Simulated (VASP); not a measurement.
# Ga (Im-3m) in VASP: further runs

Ga is run at these levels: PBE, PBE+D3(BJ); tasks: single point.

All numbers are computed with VASP 6.6.1; they aren't measurements. Logs are shortened: lines on timing, memory, paths and dates and some standing lists are left out, and cuts for length are marked.

**1. The cell of the first run**

Symmetry: Im-3m, No. 229, cubic system. The conventional cell has a = 3.235 Å, b = 3.235 Å, c = 3.235 Å, α = 90.00°, β = 90.00°, γ = 90.00°. Ga (site symmetry m-3m) has 14 Ga at 2.80 to 3.23 Å within 3.7 Å.

**2. Single point, PBE (volume scaled by 0.88)**

The input, INCAR:

```
ALGO = Normal
EDIFF = 1E-7
ENCUT = 520
GGA = PE
ISIF = 2
ISMEAR = -1
LASPH = True
LCHARG = False
LREAL = False
LWAVE = False
NBANDS = 12
NELM = 80
PREC = Accurate
SIGMA = 0.08
```

The input, KPOINTS:

```
k-points
0
Gamma
  16 16 16
```

The input, POSCAR:

```
Ga
1.0
   -1.6174067754      1.6174067754      1.6174067754
    1.6174067754     -1.6174067754      1.6174067754
    1.6174067754      1.6174067754     -1.6174067754
Ga
1
Direct
    0.0000000000      0.0000000000      0.0000000000
```

Potentials or basis: VASP PAW PBE potentials, release 64 (Ga_d).

Launch:

```console
cat potpaw_PBE.64/Ga_d/POTCAR > POTCAR
mpirun -np 1 vasp_std > vasp.out
```

OUTCAR:

```text
EDIFF = 1E-7
   ENCUT = 520
   GGA = PE
   ISIF = 2
   ISMEAR = -1
   LASPH = True
   LREAL = False
   NELM = 80
   PREC = Accurate

 ion  position               nearest neighbor table
   1  0.000  0.000  0.000-

  LATTYP: Found a body centered cubic cell.
 ALAT       =     3.2348135508

  Lattice vectors:

 A1 = (  -1.6174067754,   1.6174067754,   1.6174067754)
 A2 = (   1.6174067754,  -1.6174067754,   1.6174067754)
 A3 = (   1.6174067754,   1.6174067754,  -1.6174067754)

Analysis of symmetry for initial positions (statically):
=====================================================================
 Subroutine PRICEL returns:
 Original cell was already a primitive cell.

 Routine SETGRP: Setting up the symmetry group for a
 body centered cubic supercell.

 Subroutine GETGRP returns: Found 48 space group operations
 (whereof 48 operations were pure point group operations)
 out of a pool of 48 trial point group operations.

The static configuration has the point symmetry O_h .

Analysis of symmetry for dynamics (positions and initial velocities):
=====================================================================
 Subroutine PRICEL returns:
 Original cell was already a primitive cell.

 Routine SETGRP: Setting up the symmetry group for a
 body centered cubic supercell.

 Subroutine GETGRP returns: Found 48 space group operations
 (whereof 48 operations were pure point group operations)
 out of a pool of 48 trial point group operations.

The dynamic configuration has the point symmetry O_h .

 Subroutine INISYM returns: Found 48 space group operations
 (whereof 48 operations are pure point group operations),
 and found     1 'primitive' translations

----------------------------------------------------------------------------------------

                                     Primitive cell

  volume of cell :      16.9246

  direct lattice vectors                    reciprocal lattice vectors
    -1.617406775  1.617406775  1.617406775     0.000000000  0.309136828  0.309136828
     1.617406775 -1.617406775  1.617406775     0.309136828  0.000000000  0.309136828
     1.617406775  1.617406775 -1.617406775     0.309136828  0.309136828  0.000000000

  length of vectors
     2.801430711  2.801430711  2.801430711     0.437185495  0.437185495  0.437185495

  position of ions in fractional coordinates (direct lattice)
     0.000000000  0.000000000  0.000000000

  ion indices of the primitive-cell ions
   primitive index   ion index
                 1           1

----------------------------------------------------------------------------------------

 KPOINTS: k-points

Automatic generation of k-mesh.
 Grid dimensions read from file:
 generate k-points for:   16   16   16

 Generating k-lattice:

  Cartesian coordinates                     Fractional coordinates (reciprocal lattice)
     0.000000000  0.019321052  0.019321052     0.062500000  0.000000000  0.000000000
     0.019321052  0.000000000  0.019321052     0.000000000  0.062500000  0.000000000
     0.019321052  0.019321052  0.000000000     0.000000000  0.000000000  0.062500000

  Length of vectors
     0.027324093  0.027324093  0.027324093

  Shift w.r.t. Gamma in fractional coordinates (k-lattice)
     0.000000000  0.000000000  0.000000000

 Subroutine IBZKPT returns following result:
 ===========================================

 Found    145 irreducible k-points:

 Following reciprocal coordinates:
            Coordinates               Weight
  0.000000  0.000000  0.000000      1.000000
  0.062500  0.000000  0.000000     12.000000
  0.125000  0.000000  0.000000     12.000000
  0.187500  0.000000  0.000000     12.000000
  0.250000  0.000000  0.000000     12.000000
  0.312500  0.000000  0.000000     12.000000
[... 16 lines left out ...]
  0.187500  0.187500  0.000000     24.000000
  0.250000  0.187500  0.000000     48.000000
 [... further k-points ...]
   k-points           NKPTS =    145   k-points in BZ     NKDIM =    145   number of bands    NBANDS=     12
   number of dos      NEDOS =    301   number of ions     NIONS =      1
   total plane-waves  NPLWV =  13824
   dimension x,y,z NGX =    24 NGY =   24 NGZ =   24
   dimension x,y,z NGXF=    48 NGYF=   48 NGZF=   48
   ions per type =               1
   NGX,Y,Z   is equivalent  to a cutoff of  14.24, 14.24, 14.24 a.u.
   NGXF,Y,Z  is equivalent  to a cutoff of  28.48, 28.48, 28.48 a.u.
 SYSTEM =  unknown system
   PREC   = accura    normal or accurate (medium, high low for compatibility)
   ISTART =      0    job   : 0-new  1-cont  2-samecut
   ICHARG =      2    charge: 1-file 2-atom 10-const
   ISPIN  =      1    spin polarized calculation?
   LNONCOLLINEAR =      F non collinear calculations
   LSORBIT =      F    spin-orbit coupling
   LASPH  =      T    aspherical Exc in radial PAW
   ENCUT  =  520.0 eV  38.22 Ry    6.18 a.u.   5.21  5.21  5.21*2*pi/ulx,y,z
   NELM   =     80;   NELMIN=  2; NELMDL= -5     # of ELM steps
   EDIFF  = 0.1E-06   stopping-criterion for ELM
   LREAL  =      F    real-space projection
   EDIFFG = 0.1E-05   stopping-criterion for IOM
   NSW    =      0    number of steps for IOM
   IBRION =     -1    ionic relax: 0-MD 1-quasi-New 2-CG
   NFREE  =      0    steps in history (QN), initial steepest desc. (CG)
   ISIF   =      2    stress and relaxation
   ISYM   =      2    0-nonsym 1-usesym 2-fastsym
   POTIM  = 0.5000    time-step for ionic-motion
   TEBEG  =    0.0;   TEEND  =   0.0 temperature during run
   PSTRESS=    0.0 pullay stress
   NELECT =      13.0000    total number of electrons
   NUPDOWN=      -1.0000    fix difference up-down
   EMIN   =  10.00;   EMAX   =-10.00  energy-range for DOS
   EFERMI =   0.00;   METHOD = LEGACY
   ISMEAR =    -1;   SIGMA  =   0.08  broadening in eV -4-tet -1-fermi 0-gaus
   EFERMI_NEDOS =   21; number of points for ismear=-14 and -15
   IALGO  =     38    algorithm
   IMIX   =      4    mixing-type and parameters
     AMIX     =   0.40;   BMIX     =  1.00
     AMIX_MAG =   1.60;   BMIX_MAG =  1.00
  volume/ion in A,a.u.               =      16.92       114.21
  Fermi-wavevector in a.u.,A,eV,Ry     =   1.499282  2.833232 30.583813  2.247847
  Thomas-Fermi vector in A             =   2.610932
   LORBIT       =      0    0 simple, 1 ext, 2 COOP (PROOUT), +10 PAW based schemes
   GGA     = PE    functional components
[... 5 lines left out ...]
 non-spin polarized calculation
  energy-cutoff  :      520.00
  volume of cell :       16.92
 maximum number of plane-waves:       469
 NGX is ok and might be reduce to    24
   NGX = 11   NGY = 11   NGZ = 11

 number of electron      12.9999994 magnetization

 Free energy of the ion-electron system (eV)
  ---------------------------------------------------
  ext. energy  EPLUGINS =         0.00000000
  ---------------------------------------------------
  free energy    TOTEN  =        -2.81854038 eV

  energy without entropy =       -2.80786287  energy(sigma->0) =       -2.81320163

 E-fermi :   6.6383     XC(G=0): -11.5737

 val. band max:        6.6155169266   @ k =   0.3125   0.0625   0.0625
 cond. band min:       6.6723063573   @ k =  -0.3750   0.4375   0.1875
 fundamental gap:      0.0567894306
 Fermi energy:         6.6383141148

 k-point     1 :       0.0000    0.0000    0.0000
  band No.  band energies     occupation
      1      -8.4291      2.00000
      2      -8.4291      2.00000
      3      -8.4291      2.00000
      4      -8.1874      2.00000
      5      -8.1874      2.00000
      6      -5.2873      2.00000
      7      20.5881      0.00000
      8      20.5881      0.00000
      9      20.5881      0.00000
     10      24.9525      0.00000
     11      24.9536      0.00000
     12      24.9905      0.00000

 k-point     2 :       0.0625    0.0000    0.0000
  band No.  band energies     occupation
      1      -8.4334      2.00000
      2      -8.4263      2.00000
      3      -8.4147      2.00000
      4      -8.1918      2.00000
      5      -8.1873      2.00000
      6      -5.1722      2.00000
      7      19.4181      0.00000
      8      19.9499      0.00000
      9      20.3526      0.00000
     10      23.3001      0.00000
     11      23.4820      0.00000
     12      24.5521      0.00000

 k-point     3 :       0.1250    0.0000    0.0000
  band No.  band energies     occupation
      1      -8.4458      2.00000
      2      -8.4214      2.00000
      3      -8.3737      2.00000
      4      -8.2032      2.00000
      5      -8.1872      2.00000
      6      -4.8249      2.00000
      7      16.8834      0.00000
      8      18.7228      0.00000
      9      19.7015      0.00000
     10      22.1659      0.00000
     11      22.1856      0.00000
     12      24.3362      0.00000
[... 286 lines left out ...]
 k-point    23 :       0.1875    0.1875    0.0000
  band No.  band energies     occupation
      1      -8.4904      2.00000
      2      -8.4242      2.00000
      3      -8.2318      2.00000
      4      -8.2210      2.00000
      5      -8.1675      2.00000
      6      -2.1157      2.00000
      7      10.2907      0.00000
      8      11.3324      0.00000
      9      15.9640      0.00000
     10      22.1357      0.00000
     11      22.3952      0.00000
     12      26.6857      0.00000

 k-point    24 :       0.2500    0.1875    0.0000
  band No.  band energies     occupation
      1      -8.5036      2.00000
      2      -8.4251      2.00000
      3      -8.2257      2.00000
      4      -8.2195      2.00000
      5      -8.1398      2.00000
      6      -0.9366      2.00000
      7       8.2170      0.00000
      8      10.2599      0.00000
      9      15.3401      0.00000
     10      21.7562      0.00000
     11      23.2563      0.00000
     12      26.9297      0.00000

 [... further k-points ...]
[... 5 lines left out ...]
  --------------------------------------------------------------------------------------
  -------------------------------------------------------------------------------------
  Total        0.8844355      0.8844355      0.8844355     -0.0000000      0.0000000      0.0000000
  in kB       83.7257402     83.7257402     83.7257402     -0.0000000      0.0000000      0.0000000
  external PRESSURE =      83.7257402 kB  Pullay stress =       0.0000000 kB

 VOLUME and BASIS-vectors are now :
 -----------------------------------------------------------------------------
  energy-cutoff  :      520.00
  volume of cell :       16.92
      direct lattice vectors                 reciprocal lattice vectors
    -1.617406775  1.617406775  1.617406775     0.000000000  0.309136828  0.309136828
     1.617406775 -1.617406775  1.617406775     0.309136828  0.000000000  0.309136828
     1.617406775  1.617406775 -1.617406775     0.309136828  0.309136828  0.000000000

 POSITION                                       TOTAL-FORCE (eV/Angst)
 -----------------------------------------------------------------------------------
      0.00000      0.00000      0.00000         0.000000      0.000000      0.000000
 -----------------------------------------------------------------------------------
    total drift:                                0.000000      0.000000      0.000000

  FREE ENERGIE OF THE ION-ELECTRON SYSTEM (eV)
  ---------------------------------------------------
  free  energy   TOTEN  =        -2.8185403816 eV

  energy  without entropy=       -2.8078628694  energy(sigma->0) =       -2.81320163
```

It took 41 s on 1 thread of Intel Xeon 8259CL, shared host; peak memory 0.16 GiB.

What came out:

* Free energy: -2.8185 eV
* Pressure: 8.4 GPa

(Part 1 of 2 ends here.)
